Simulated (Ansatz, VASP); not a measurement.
# KCl in VASP and in Ansatz

```xyz
2
Lattice="3.6340 0.0000 0.0000 0.0000 3.6340 0.0000 0.0000 0.0000 3.7430" Properties=species:S:1:pos:R:3 pbc="T T T"
K     0.0000    0.0000    0.0000
Cl    1.8170    1.8170    1.8715
```

Change from the starting cell: zz strain of +3 %, PAW files.

Alike in both runs: task electric field gradients; functional PBE; k mesh 7 × 7 × 7; occupations fermi-dirac, width 0.02 eV; no spin polarisation.

|  | VASP | Ansatz |
| --- | --- | --- |
| version | VASP 6.6.1 | Ansatz 0.2.0 |
| potentials or method | VASP PAW PBE potentials, release 64 (K_sv, Cl) | PAW with Ansatz's default frozen-core files, scalar-relativistic |
| plane-wave cutoff (eV) | 400 | 420 |
| valence electrons in the cell | 16 | 16 |

```tsv
	VASP	Ansatz	Ansatz less VASP
gap on the k mesh at the Fermi level (eV)	5.38	5.38	+0.005
pressure (GPa)	3.5	3.4	-0.06
traceless stress, the component that is largest in VASP (GPa)	-0.98	-0.99	-0.003
size of Vzz on the site where it differs most (V/Å²)	7.5	7.8	+0.24
```

With one functional, cell and mesh, what is left measures potentials, basis and numerics.
